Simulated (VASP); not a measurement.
# Ru (Fm-3m) in VASP: notebook, part 2 of 2

VASP 6.6.1. The steps go on from the part before.

## Step 3: Single point, LDA (volume scaled by 1.08)

The input, INCAR:

```
SYSTEM = Ru
  PREC = Accurate
  ENCUT = 520
  EDIFF = 1E-6
  ISMEAR = -1
  SIGMA = 0.1
  LREAL = .False.
  LASPH = .True.
  NELM = 80
  ALGO = Normal
  ISIF = 2
  LWAVE = .False.
  LCHARG = .True.
  GGA = CA
  LELF = .True.
  LVHAR = .True.
  NBANDS = 13
```

The input, KPOINTS:

```
regular mesh
0
Gamma
  16 16 16
  0 0 0
```

The input, POSCAR:

```
Ru
1.0
    0.0000000000      1.9223882428      1.9223882428
    1.9223882428      0.0000000000      1.9223882428
    1.9223882428      1.9223882428      0.0000000000
Ru
1
Direct
    0.0000000000      0.0000000000      0.0000000000
```

Potentials or basis: VASP PAW LDA potentials, release 64 (Ru_pv).

Run with:

```
$ cat potpaw_LDA.64/Ru_pv/POTCAR > POTCAR
$ mpirun -np 1 vasp_std > vasp.out
```

Wall time 15 s (1 thread of Intel Xeon 6975P-C (Granite Rapids), shared host); peak memory 0.13 GiB.

It converged, with:

```
Free energy            : -10.5149 eV
Pressure               : -22.3 GPa
Band gap on the k mesh : zero (band 7 reaches 13.90 eV, above the bottom of band 8 at 10.53 eV)
```

Levels at points of the mesh, in eV from the Fermi level:
| k point | band 4 | band 5 | band 6 | band 7 | band 8 | band 9 | band 10 | band 11 |
| --- | --- | --- | --- | --- | --- | --- | --- | --- |
| (0.00, 0.00, 0.00) | -7.70 | -2.46 | -2.46 | -2.46 | -0.15 | -0.15 | 10.11 | 15.03 |
| (0.50, 0.00, 0.00) | -5.80 | -2.56 | -2.56 | 0.97 | 1.61 | 1.61 | 9.46 | 10.12 |
| (0.50, 0.50, 0.00) | -6.03 | -5.59 | 1.57 | 2.08 | 2.08 | 3.48 | 10.11 | 13.03 |

Caveat: the cell differs from its parent crystal (volume scaled by 1.08).

## Step 4: Single point, LDA (volume scaled by 1.12)

The input, INCAR:

```
PREC = Accurate
ENCUT = 520
EDIFF = 1E-6
ISMEAR = -1
SIGMA = 0.1
LREAL = F
LASPH = T
NELM = 100
ALGO = Normal
ISIF = 2
LWAVE = F
LCHARG = F
NBANDS = 13
```

The input, KPOINTS:

```
Automatic mesh
0
Gamma
  16 16 16
```

The input, POSCAR:

```
Ru
1.0
    0.0000000000      1.9458343126      1.9458343126
    1.9458343126      0.0000000000      1.9458343126
    1.9458343126      1.9458343126      0.0000000000
Ru
1
Direct
    0.0000000000      0.0000000000      0.0000000000
```

Potentials or basis: VASP PAW LDA potentials, release 64 (Ru_pv).

Run with:

```
$ cat potpaw_LDA.64/Ru_pv/POTCAR > POTCAR
$ mpirun -np 1 vasp_std > vasp.out
```

OUTCAR:

```text
PREC = Accurate
   ENCUT = 520
   EDIFF = 1E-6
   ISMEAR = -1
   LREAL = F
   LASPH = T
   NELM = 100
   ISIF = 2

 ion  position               nearest neighbor table
   1  0.000  0.000  0.000-

  LATTYP: Found a face centered cubic cell.
 ALAT       =     3.8916686252

  Lattice vectors:

 A1 = (   0.0000000000,   1.9458343126,   1.9458343126)
 A2 = (   1.9458343126,   0.0000000000,   1.9458343126)
 A3 = (   1.9458343126,   1.9458343126,   0.0000000000)

Analysis of symmetry for initial positions (statically):
=====================================================================
 Subroutine PRICEL returns:
 Original cell was already a primitive cell.

 Routine SETGRP: Setting up the symmetry group for a
 face centered cubic supercell.

 Subroutine GETGRP returns: Found 48 space group operations
 (whereof 48 operations were pure point group operations)
 out of a pool of 48 trial point group operations.

The static configuration has the point symmetry O_h .

Analysis of symmetry for dynamics (positions and initial velocities):
=====================================================================
 Subroutine PRICEL returns:
[... 159 lines left out ...]
 Fermi energy:        11.1841458112

 k-point     1 :       0.0000    0.0000    0.0000
  band No.  band energies     occupation
      1     -31.0462      2.00000
      2     -31.0462      2.00000
      3     -31.0462      2.00000
      4       3.6960      2.00000
      5       8.8583      2.00000
      6       8.8583      2.00000
      7       8.8583      2.00000
      8      11.0406      1.61561
      9      11.0406      1.61561
     10      21.3398      0.00000
     11      26.2318      0.00000
     12      31.4687      0.00000
     13      31.4687      0.00000
[... 354 lines left out ...]
  band No.  band energies     occupation
      1     -31.1247      2.00000
      2     -31.0697      2.00000
      3     -31.0522      2.00000
      4       4.0998      2.00000
      5       8.6425      2.00000
      6       9.0085      2.00000
      7       9.0556      2.00000
      8      10.8370      1.93974
      9      11.0636      1.53911
     10      21.3399      0.00000
     11      26.8619      0.00000
     12      29.9574      0.00000
     13      31.5937      0.00000

 [... further k-points ...]
[... 5 lines left out ...]
  --------------------------------------------------------------------------------------
  -------------------------------------------------------------------------------------
  Total       -2.7954627     -2.7954627     -2.7954627      0.0000000      0.0000000      0.0000000
  in kB     -303.9601990   -303.9601990   -303.9601990      0.0000000      0.0000000      0.0000000
  external PRESSURE =    -303.9601990 kB  Pullay stress =       0.0000000 kB

 VOLUME and BASIS-vectors are now :
 -----------------------------------------------------------------------------
  energy-cutoff  :      520.00
  volume of cell :       14.73
      direct lattice vectors                 reciprocal lattice vectors
     0.000000000  1.945834313  1.945834313    -0.256959185  0.256959185  0.256959185
     1.945834313  0.000000000  1.945834313     0.256959185 -0.256959185  0.256959185
     1.945834313  1.945834313  0.000000000     0.256959185  0.256959185 -0.256959185

 POSITION                                       TOTAL-FORCE (eV/Angst)
 -----------------------------------------------------------------------------------
      0.00000      0.00000      0.00000         0.000000      0.000000      0.000000
 -----------------------------------------------------------------------------------
    total drift:                                0.000000     -0.000000      0.000000

  FREE ENERGIE OF THE ION-ELECTRON SYSTEM (eV)
  ---------------------------------------------------
  free  energy   TOTEN  =       -10.4281664091 eV

  energy  without entropy=      -10.3871772573  energy(sigma->0) =      -10.40767183
```

OSZICAR:

```text
N       E                     dE             d eps       ncg     rms          rms(c)
DAV:   1     0.105081662646E+03    0.10508E+03   -0.83909E+03  3799   0.114E+03
DAV:   2    -0.992993562438E+01   -0.11501E+03   -0.11045E+03  4125   0.321E+02
DAV:   3    -0.112013987980E+02   -0.12715E+01   -0.12664E+01  4300   0.371E+01
DAV:   4    -0.112052709788E+02   -0.38722E-02   -0.38721E-02  4100   0.221E+00
DAV:   5    -0.112052975334E+02   -0.26555E-04   -0.26555E-04  4325   0.167E-01    0.108E+01
DAV:   6    -0.104698792970E+02    0.73542E+00   -0.12962E+00  3860   0.145E+01    0.220E+00
DAV:   7    -0.104336678658E+02    0.36211E-01   -0.50603E-02  4160   0.254E+00    0.653E-01
DAV:   8    -0.104282383031E+02    0.54296E-02   -0.40178E-03  3835   0.857E-01    0.140E-01
DAV:   9    -0.104281563663E+02    0.81937E-04   -0.83190E-05  4315   0.121E-01    0.190E-02
DAV:  10    -0.104281664268E+02   -0.10060E-04   -0.40578E-06  3900   0.205E-02    0.295E-03
DAV:  11    -0.104281664091E+02    0.17705E-07   -0.73616E-08  2120   0.356E-03
   1 F= -.10428166E+02 E0= -.10407672E+02  d E =-.409892E-01
```

stdout:

```text
POSCAR found type information on POSCAR Ru
 POSCAR found :  1 types and       1 ions
 scaLAPACK will be used
 LDA part: xc-table for (Slater(with rela. corr.)+CA(PZ))
 , standard interpolation
 POSCAR, INCAR and KPOINTS ok, starting setup
 FFT: planning ... GRIDC
 FFT: planning ... GRID_SOFT
 FFT: planning ... GRID
 WAVECAR not read
 entering main loop
```

Wall time 13 s (1 thread of Intel Xeon 6975P-C (Granite Rapids), shared host); peak memory 0.14 GiB.

Results:

```yaml
Free_energy: -10.4282 eV
Pressure: -30.4 GPa
Band_gap_on_the_k_mesh: zero (band 7 reaches 13.14 eV, above the bottom of band 8 at 9.97 eV)
```

Caveat: the cell differs from its parent crystal (volume scaled by 1.12).

## Step 5: Relaxation of cell and atoms, LDA

This run uses another cell than the first one, of 13.55 Å³/atom, 0.991 times its volume.

The input, INCAR:

```
SYSTEM = Ru
PREC = Accurate
ENCUT = 600
EDIFF = 1E-6
ISMEAR = -1
SIGMA = 0.1
LREAL = .FALSE.
LASPH = .TRUE.
NELM = 100
ALGO = Normal
ISIF = 3
LWAVE = .FALSE.
LCHARG = .FALSE.
GGA = CA
IBRION = 2
NSW = 80
EDIFFG = -0.01
```

The input, KPOINTS:

```
Automatic mesh
0
G
  14 14 14
  0 0 0
```

The input, POSCAR:

```
Ru
1.0
    0.0000000000      1.8924348942      1.8924348942
    1.8924348942      0.0000000000      1.8924348942
    1.8924348942      1.8924348942      0.0000000000
Ru
1
Direct
    0.0000000000      0.0000000000      0.0000000000
```

Run with:

```
$ cat potpaw_LDA.64/Ru_pv/POTCAR > POTCAR
$ mpirun -np 1 vasp_std > vasp.out
```

Wall time 28 s (1 thread of Intel Xeon 6975P-C (Granite Rapids), shared host); peak memory 0.15 GiB.

The run converged. Its results:

- Free energy: -10.5879 eV
- Relaxed volume: 13.19 Å³/atom
- Relaxed cell: a = 2.652 Å, b = 2.652 Å, c = 2.652 Å, α = 60.00°, β = 60.00°, γ = 60.00°
- Space group after relaxing (to 0.05 Å): Fm-3m (No. 225)
- Energy gained by relaxing: 10.6 meV/atom
- Ionic steps: 4
- Pressure after relaxing: 0.0 GPa
- Band gap on the k mesh: zero (band 7 reaches 15.54 eV, above the bottom of band 8 at 11.90 eV)

The path:
```tsv
step	energy change (eV)	largest force (eV/Å)	pressure (GPa)	volume (Å³)
1	0.0000	0.0000	-9.12	13.55
2	0.1102	0.0000	38.43	12.10
3	-0.0106	0.0000	-0.39	13.20
4	-0.0106	0.0000	0.00	13.19
```

Final structure:
```yaml
crystal:
  lattice:
    - [0.00000, 1.87542, 1.87542]
    - [1.87542, 0.00000, 1.87542]
    - [1.87542, 1.87542, 0.00000]
  atoms:
    - { symbol: Ru, position: [0.00000, 0.00000, 0.00000] }
```

Levels at points of the mesh, in eV from the Fermi level:
| k point | band 5 | band 6 | band 7 | band 8 | band 9 | band 10 |
| --- | --- | --- | --- | --- | --- | --- |
| (0.00, 0.00, 0.00) | -2.68 | -2.68 | -2.68 | -0.10 | -0.10 | 10.11 |
| (0.50, 0.00, 0.00) | -2.81 | -2.81 | 1.08 | 1.88 | 1.88 | 10.09 |
| (0.50, 0.50, 0.00) | -6.16 | 1.84 | 2.42 | 2.42 | 3.78 | 10.10 |

## Step 6: The runs side by side

```csv
task,cell,k mesh,cutoff (eV),gap on the mesh (eV),pressure (GPa)
single point,"a = 2.685 Å, angles 60.0°, 1 atom",16 × 16 × 16,520,none,-12.1
single point,"a = 2.719 Å, angles 60.0°, 1 atom",16 × 16 × 16,520,none,-22.3
single point,"a = 2.752 Å, angles 60.0°, 1 atom",16 × 16 × 16,520,none,-30.4
relaxation of cell and atoms,"relaxed from a = 2.676 Å, angles 60.0°, 1 atom",14 × 14 × 14,600,none,0.0
```

Alike in all rows: level LDA; potentials or basis VASP PAW LDA potentials, release 64 (Ru_pv); no spin polarisation; smearing fermi-dirac 0.1 eV.

Total energies depend on the potentials used, so only differences within one code and one set of settings carry meaning.
